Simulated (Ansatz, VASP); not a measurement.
## Two plane-wave programs on HfB2

```xyz
3
Lattice="3.1564 0.0000 0.0000 -1.5782 2.7335 0.0000 0.0000 0.0000 3.5051" Properties=species:S:1:pos:R:3 pbc="T T T"
Hf    0.0000    0.0000    0.0000
B     0.0000    1.8223    1.7526
B     1.5782    0.9112    1.7526
```

Alike in both runs: functional r2SCAN; k mesh 12 × 12 × 10; occupations fermi-dirac, width 0.1 eV; no spin polarisation.

Ansatz relaxed the structure, and its values are those at the end. VASP's run is a single point on that final structure, the one shown.

|  | VASP | Ansatz |
| --- | --- | --- |
| version | VASP 6.6.1 | Ansatz 0.2.0 |
| potentials or method | VASP PAW PBE potentials, release 64 (Hf_pv, B), cutoff 520 eV | PAW plane waves |
| valence electrons in the cell | 16 | 32 |

|  | VASP | Ansatz | Ansatz less VASP |
| --- | --- | --- | --- |
| pressure (GPa) | -5.6 | -4.9 | +0.69 |

VASP's potentials were made for PBE, not for r2SCAN. VASP's potentials hold 16 valence electrons a cell and Ansatz's 32, so a difference there can come from the potentials and not from the codes. Ansatz's warnings: stress scf threshold loose.

Neither program's run includes spin-orbit coupling.
